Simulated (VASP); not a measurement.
A run of VASP 6.6.1:

The input INCAR:

```
SYSTEM = ScAlH6
  PREC = Accurate
  ENCUT = 520
  EDIFF = 1E-6
  ISMEAR = -1
  SIGMA = 0.03
  LREAL = .FALSE.
  LASPH = .TRUE.
  NELM = 80
  ALGO = Normal
  ISIF = 2
  LWAVE = .FALSE.
  LCHARG = .TRUE.
  GGA = PS
  LELF = .TRUE.
  LVHAR = .TRUE.
  NBANDS = 20
```

The input KPOINTS:

```
regular mesh
0
G
  6 6 6
  0 0 0
```

The input POSCAR:

```
ScAlH6
1.0
    0.0000000000      3.6374271760      3.6374271760
    3.6374271760      0.0000000000      3.6374271760
    3.6374271760      3.6374271760      0.0000000000
Sc Al H
1 1 6
Direct
    0.5000000000      0.5000000000      0.5000000000
    0.0000000000      0.0000000000      0.0000000000
    0.7646567079      0.2353432921      0.2353432921
    0.2353432921      0.7646567079      0.7646567079
    0.2353432921      0.7646567079      0.2353432921
    0.7646567079      0.2353432921      0.7646567079
    0.2353432921      0.2353432921      0.7646567079
    0.7646567079      0.7646567079      0.2353432921
```

Potentials or basis: VASP PAW PBE potentials, release 64 (Sc_sv, Al, H).

Launch:

```console
$ cat potpaw_PBE.64/Sc_sv/POTCAR potpaw_PBE.64/Al/POTCAR potpaw_PBE.64/H/POTCAR > POTCAR
$ mpirun -np 1 vasp_std > vasp.out
```

Hardware: 1 thread of Intel(R) Xeon(R) 6975P-C (Granite Rapids), with other jobs on the host.

How long does it take, and how much memory?

Run time: 18 s on 1 thread of Intel(R) Xeon(R) 6975P-C (Granite Rapids) (shared host), peak memory 0.24 GiB. Counts: scf iterations 15, k points 16.
